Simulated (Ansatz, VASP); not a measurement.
## WF3 in VASP and in Ansatz

```
W F
1.0
     3.44131    0.00000    0.00000
     0.00000    3.44131    0.00000
     0.00000    0.00000    3.44131
W F
1 3
Cartesian
  0.0000 0.0000 0.0000
  1.7207 1.7207 0.0000
  0.0000 1.7207 1.7207
  1.7207 0.0000 1.7207
```

Alike in both runs: task single point; functional PBE; k mesh 14 × 14 × 14; occupations gaussian, width 0.1 eV; collinear spin.

|  | VASP | Ansatz |
| --- | --- | --- |
| version | VASP 6.6.1 | Ansatz 0.2.0 |
| potentials or method | VASP PAW PBE potentials, release 64 (W_sv, F), cutoff 520 eV | scalar-relativistic, plane waves, PAW |
| valence electrons in the cell | 35 | 35 |

|  | VASP | Ansatz | Ansatz less VASP |
| --- | --- | --- | --- |
| gap on the k mesh at the Fermi level (eV) | none | none | - |
| pressure (GPa) | 0.1 | 0.0 | -0.12 |
| net moment per atom (μB) | 0.69 | 0.69 | 0.000 |
| size of the moment on the site where the two differ most (μB) | 2.34 | 1.89 | -0.452 |

Site moments also hang on the region over which each program counts them. A gap of «none» marks a metal or a gap that the smearing closes. Ansatz's warnings: stability check not made.

Spin-orbit coupling is off throughout.
